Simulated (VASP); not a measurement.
# AlRu (Pm-3m) in VASP: elastic constants with PBE+D3(BJ)

Aim: the elastic constants of AlRu with PBE+D3(BJ).

Everything below comes from runs of VASP 6.6.1. Logs are shortened: lines on timing, memory, paths and dates and some standing lists are left out, and cuts for length are marked.

### 1 The cell of the first run

It takes space group Pm-3m (No. 221, cubic). The conventional cell has a = 2.980 Å, b = 2.980 Å, c = 2.980 Å, α = 90.00°, β = 90.00°, γ = 90.00°. Al (site symmetry m-3m) has 8 Ru at 2.58 Å and 6 Al at 2.98 Å within 3.4 Å. Ru (site symmetry m-3m) has 8 Al at 2.58 Å and 6 Ru at 2.98 Å within 3.4 Å.

### 2 Elastic constants, PBE+D3(BJ)

Contents of INCAR:

```
PREC = Accurate ; ENCUT = 600
EDIFF = 1E-8 ; ISMEAR = -1
SIGMA = 0.1 ; LREAL = False
LASPH = True ; NELM = 100
ALGO = Normal ; ISIF = 3
LWAVE = False ; LCHARG = False
GGA = PE ; IVDW = 12
NBANDS = 16 ; IBRION = 6
NFREE = 2 ; POTIM = 0.015
NSW = 1
```

Contents of KPOINTS:

```
regular mesh
0
Gamma
  15 15 15
```

Contents of POSCAR:

```
AlRu
1.0
    2.9798893367      0.0000000000      0.0000000000
    0.0000000000      2.9798893367      0.0000000000
    0.0000000000      0.0000000000      2.9798893367
Al Ru
1 1
Direct
    0.0000000000      0.0000000000      0.0000000000
    0.5000000000      0.5000000000      0.5000000000
```

Potentials or basis: VASP PAW PBE potentials, release 64 (Al, Ru_pv).

Command:

```sh
cat potpaw_PBE.64/Al/POTCAR potpaw_PBE.64/Ru_pv/POTCAR > POTCAR
mpirun -np 1 vasp_std > vasp.out
```

OUTCAR:

```text
PREC = Accurate
   ENCUT = 600
   EDIFF = 1E-8
   ISMEAR = -1
   LREAL = False
   LASPH = True
   NELM = 100
   ISIF = 3
   GGA = PE
   IVDW = 12
   IBRION = 6
   NFREE = 2
   POTIM = 0.015
   NSW = 1
 IVDW          = 12

 ion  position               nearest neighbor table
   1  0.000  0.000  0.000-   2 2.58   2 2.58   2 2.58   2 2.58   2 2.58   2 2.58   2 2.58   2 2.58

   2  0.500  0.500  0.500-   1 2.58   1 2.58   1 2.58   1 2.58   1 2.58   1 2.58   1 2.58   1 2.58

  LATTYP: Found a simple cubic cell.
 ALAT       =     2.9798893367

  Lattice vectors:

 A1 = (   2.9798893367,   0.0000000000,   0.0000000000)
 A2 = (   0.0000000000,   2.9798893367,   0.0000000000)
 A3 = (   0.0000000000,   0.0000000000,   2.9798893367)

Analysis of symmetry for initial positions (statically):
=====================================================================
 Subroutine PRICEL returns:
 Original cell was already a primitive cell.

 Routine SETGRP: Setting up the symmetry group for a
 simple cubic supercell.

 Subroutine GETGRP returns: Found 48 space group operations
 (whereof 48 operations were pure point group operations)
 out of a pool of 48 trial point group operations.

The static configuration has the point symmetry O_h .

Analysis of symmetry for dynamics (positions and initial velocities):
=====================================================================
 Subroutine PRICEL returns:
 Original cell was already a primitive cell.

 Routine SETGRP: Setting up the symmetry group for a
 simple cubic supercell.

 Subroutine GETGRP returns: Found 48 space group operations
 (whereof 48 operations were pure point group operations)
 out of a pool of 48 trial point group operations.

The dynamic configuration has the point symmetry O_h .

 Subroutine INISYM returns: Found 48 space group operations
 (whereof 48 operations are pure point group operations),
 and found     1 'primitive' translations

----------------------------------------------------------------------------------------

[... 352 lines left out ...]

 E-fermi :  10.8973     XC(G=0): -12.6265

 val. band max:       10.8964279980   @ k =   0.4667   0.3333   0.1333
 cond. band min:      10.9062867618   @ k =   0.1333   0.0667   0.0667
 fundamental gap:      0.0098587639
 Fermi energy:        10.8972941516

 k-point     1 :       0.0000    0.0000    0.0000
  band No.  band energies     occupation
      1     -30.8847      2.00000
      2     -30.8847      2.00000
      3     -30.8846      2.00000
      4       1.1400      2.00000
      5       7.2552      2.00000
      6       7.2554      2.00000
[... 433 lines left out ...]
      3     -30.8641      2.00000
      4       3.7106      2.00000
      5       7.0821      2.00000
      6       8.1846      2.00000
[... 8 lines left out ...]
     15      24.0200      0.00000
     16      25.6717      0.00000

 [... further k-points ...]

------------------------ aborting loop because EDIFF is reached ----------------------------------------

 Edisp (eV)   -1.04261

 E8    (eV) :    -0.4721
[... 25 lines left out ...]
  FREE ENERGIE OF THE ION-ELECTRON SYSTEM (eV)
  ---------------------------------------------------
  free  energy   TOTEN  =       -15.3185780827 eV

  energy  without entropy=      -15.2702755460  energy(sigma->0) =      -15.29442681

 INTERNAL STRAIN TENSORS FROM STRAINED CELLS
 ============================================

 INTERNAL STRAIN TENSOR FOR ION    1 for displacements in x,y,z  (eV/Angst):
          X           Y           Z          XY          YZ          ZX
  --------------------------------------------------------------------------------
  x     0.00000     0.00000     0.00000     0.00000     0.00000    -0.00000
  y     0.00000     0.00000     0.00000     0.00000     0.00000     0.00000
  z     0.00000     0.00000     0.00000     0.00000     0.00000     0.00000

 INTERNAL STRAIN TENSORS FROM DISPLACED ATOMS
 ============================================

 INTERNAL STRAIN TENSOR FOR ION    1 for displacements in x,y,z  (eV/Angst):
          X           Y           Z          XY          YZ          ZX
  --------------------------------------------------------------------------------
  x     0.00000     0.00000     0.00000     0.00000     0.00000     0.00000
  y     0.00000     0.00000     0.00000     0.00000     0.00000     0.00000
  z     0.00000     0.00000     0.00000     0.00000     0.00000     0.00000

 INTERNAL STRAIN TENSOR FOR ION    2 for displacements in x,y,z  (eV/Angst):
          X           Y           Z          XY          YZ          ZX
  --------------------------------------------------------------------------------
  x     0.00000     0.00000     0.00000     0.00000     0.00000     0.00000
  y     0.00000     0.00000     0.00000     0.00000     0.00000     0.00000
  z     0.00000     0.00000     0.00000     0.00000     0.00000     0.00000

 Eigenvectors and eigenvalues of the dynamical matrix
 ----------------------------------------------------

   1 f  =    9.679013 THz    60.815029 2PiTHz  322.857106 cm-1    40.029161 meV
             X         Y         Z           dx          dy          dz
      0.000000  0.000000  0.000000    -0.000000    0.888467    0.000000
      1.489945  1.489945  1.489945    -0.000000   -0.458941    0.000000
[... 21 lines left out ...]
   6 f/i=    0.000929 THz     0.005840 2PiTHz    0.031002 cm-1     0.003844 meV
             X         Y         Z           dx          dy          dz
      0.000000  0.000000  0.000000     0.000000    0.000000   -0.458941
      1.489945  1.489945  1.489945    -0.000000    0.000000   -0.888467

--------------------------------------------------------------------------------------------------------

 ELASTIC MODULI CONTR FROM IONIC RELAXATION (kBar)
 Direction    XX          YY          ZZ          XY          YZ          ZX
 --------------------------------------------------------------------------------
 XX           0.0000      0.0000      0.0000      0.0000      0.0000      0.0000
 YY           0.0000      0.0000      0.0000      0.0000      0.0000      0.0000
 ZZ           0.0000      0.0000      0.0000      0.0000      0.0000      0.0000
 XY           0.0000      0.0000      0.0000      0.0000      0.0000      0.0000
 YZ           0.0000      0.0000      0.0000      0.0000      0.0000      0.0000
 ZX           0.0000      0.0000      0.0000      0.0000      0.0000      0.0000
 --------------------------------------------------------------------------------

 TOTAL ELASTIC MODULI (kBar)
 Direction    XX          YY          ZZ          XY          YZ          ZX
 --------------------------------------------------------------------------------
 XX        3391.8004   1524.3138   1524.3138     -0.0000     -0.0000      0.0000
 YY        1524.3138   3391.8004   1524.3138      0.0000     -0.0000      0.0000
 ZZ        1524.3138   1524.3138   3391.8004     -0.0000     -0.0000      0.0000
 XY          -0.0000      0.0000     -0.0000   1354.9416      0.0000      0.0000
 YZ          -0.0000     -0.0000     -0.0000      0.0000   1354.9416      0.0000
 ZX           0.0000      0.0000      0.0000      0.0000      0.0000   1354.9416
 --------------------------------------------------------------------------------
```

Wall time 14 min (1 thread of Intel Xeon 6975P-C (Granite Rapids), shared host); peak memory 0.81 GiB.

What came out:

* Elastic constants C11, C12, C44: 339, 152, 135 GPa
* Voigt bulk modulus: 215 GPa
* Highest phonon frequency at Γ: 323 cm⁻¹
* Dispersion energy per atom: -0.521 eV

Phonon frequencies in cm⁻¹ (negative: imaginary):
| q point | frequencies |
| --- | --- |
| (0.000, 0.000, 0.000) | 0 0 0 323 323 323 |

Elastic tensor in Voigt notation (GPa, in the Cartesian axes of the cell as first typed):
```
339 152 152   0   0   0
152 339 152   0   0   0
152 152 339   0   0   0
  0   0   0 135   0   0
  0   0   0   0 135   0
  0   0   0   0   0 135
```

Clamped-ion elastic tensor (GPa):
```
339 152 152   0   0   0
152 339 152   0   0   0
152 152 339   0   0   0
  0   0   0 135   0   0
  0   0   0   0 135   0
  0   0   0   0   0 135
```

Caveat: the cell is under stress, which shifts elastic constants; three body term missing.
